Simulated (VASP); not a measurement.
BP: dielectric tensor with r2SCAN

BP:

```
B P
1.0
     0.00000    2.31368    2.24983
     2.31368    0.00000    2.24983
     2.31368    2.31368    0.00000
B P
1 1
Cartesian
  0.0000 0.0000 0.0000
  1.1568 1.1568 1.1249
```

This cell differs from its parent crystal: epitaxial xy strain +2.0%.

| Item | Value |
| --- | --- |
| Program | VASP 6.6.1 |
| Task | dielectric tensor |
| Functional | r2SCAN |
| Potentials or basis | VASP PAW PBE potentials, release 64 (B, P) |
| Cutoff | 520 eV |
| k mesh | 8 × 8 × 8 |
| Occupations | gaussian, width 0.01 eV |
| Spin | no spin polarisation |
| Dipole correction | no |
| Further INCAR settings | ALGO = Normal; EDIFF = 1e-08 |

| Property | Result |
| --- | --- |
| Band gap on the k mesh | 1.08 eV (least direct gap 3.30 eV) |
| Electronic dielectric tensor (diagonal) | 8.80, 8.80, 8.40 |
| Born charges (mean of the diagonal) | B -0.34; P +0.34 e |

Levels at points of the mesh, in eV from the valence-band top:
| k point | band 2 | band 3 | band 4 | band 5 | band 6 | band 7 |
| --- | --- | --- | --- | --- | --- | --- |
| (0.00, 0.00, 0.00) | -0.28 | -0.28 | 0.00 | 3.30 | 3.47 | 3.47 |
| (0.50, 0.00, 0.00) | -9.46 | -2.19 | -1.83 | 3.67 | 4.69 | 5.05 |
| (0.50, 0.50, 0.00) | -8.98 | -4.61 | -4.61 | 1.20 | 1.49 | 12.57 |
| (0.50, 0.00, 0.50) | -9.23 | -4.34 | -4.29 | 1.52 | 1.89 | 12.26 |

Electronic dielectric tensor:
```
8.80 0.00 0.00
0.00 8.80 0.00
0.00 0.00 8.40
```

Born effective charge tensors (e):
atom 1, B
```
-0.32  0.00  0.00
 0.00 -0.32  0.00
 0.00  0.00 -0.36
```
atom 2, P
```
0.32 0.00 0.00
0.00 0.32 0.00
0.00 0.00 0.36
```

Dipole moments of the cell (e·Å, modulo the quantum): ionic 5.784, 5.784, 5.625; electronic 0.001, 0.001, 0.011

Wall time 18 min on 1 thread of Intel(R) Xeon(R) Platinum 8259CL CPU @ 2.50GHz (Skylake/Cascade Lake), with other jobs on the host, peak memory 0.32 GiB.

Caveat: the cell differs from its parent crystal (epitaxial xy strain +2.0%). A k mesh can miss the band edges.
